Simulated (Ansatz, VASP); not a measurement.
Cs: VASP beside Ansatz

```
CELL_PARAMETERS angstrom
-3.02250 3.02250 3.02250
3.02250 -3.02250 3.02250
3.02250 3.02250 -3.02250
ATOMIC_POSITIONS crystal
Cs 0.00000 0.00000 0.00000
```

Alike in both runs: task electric field gradients; functional LDA; k mesh 9 × 9 × 9; occupations fermi-dirac, width 0.05 eV; no spin polarisation.

|  | VASP | Ansatz |
| --- | --- | --- |
| version | VASP 6.6.1 | Ansatz 0.2.0 |
| potentials or method | VASP PAW LDA potentials, release 64 (Cs_sv) | PAW with Ansatz's default frozen-core files, scalar-relativistic |
| plane-wave cutoff (eV) | 520 | 420 |
| valence electrons in the cell | 9 | 9 |

|  | VASP | Ansatz | Ansatz less VASP |
| --- | --- | --- | --- |
| pressure (GPa) | -0.3 | -0.3 | +0.01 |

LDA's correlation is that of Perdew and Zunger in VASP and of Perdew and Wang (1992) in Ansatz.

Neither program's run includes spin-orbit coupling.
